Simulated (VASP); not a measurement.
Al, 1 atom in the cell. It takes space group Fm-3m (No. 225, cubic). Conventional cell: a = 3.967 Å, b = 3.967 Å, c = 3.967 Å, α = 90.00°, β = 90.00°, γ = 90.00°. Within 3.7 Å of Al (site symmetry m-3m) lie 12 Al at 2.81 Å. 

| Item | Value |
| --- | --- |
| Program | VASP 6.6.1 |
| Task | single point |
| Functional | PBEsol |
| Potentials or basis | VASP PAW PBE potentials, release 64 (Al) |
| Cutoff | 520 eV |
| k mesh | 12 × 12 × 12 |
| Occupations | methfessel-paxton, width 0.1 eV |
| Spin | no spin polarisation |
| Dipole correction | no |
| Further INCAR settings | ALGO = Normal; EDIFF = 1e-06; NBANDS = 8 |

Potentials or basis: VASP PAW PBE potentials, release 64 (Al).

Run with:

```bash
$ cat potpaw_PBE.64/Al/POTCAR > POTCAR
$ mpirun -np 1 vasp_std > vasp.out
```

Hardware: 1 thread of Intel(R) Xeon(R) Platinum 8488C (Sapphire Rapids) (shared host).

Q: Estimate the wall time of this run.

A: Run time: 4.6 s on 1 thread of Intel(R) Xeon(R) Platinum 8488C (Sapphire Rapids), with other jobs on the host, peak memory 0.13 GiB. Counts: scf iterations 9, k points 72.
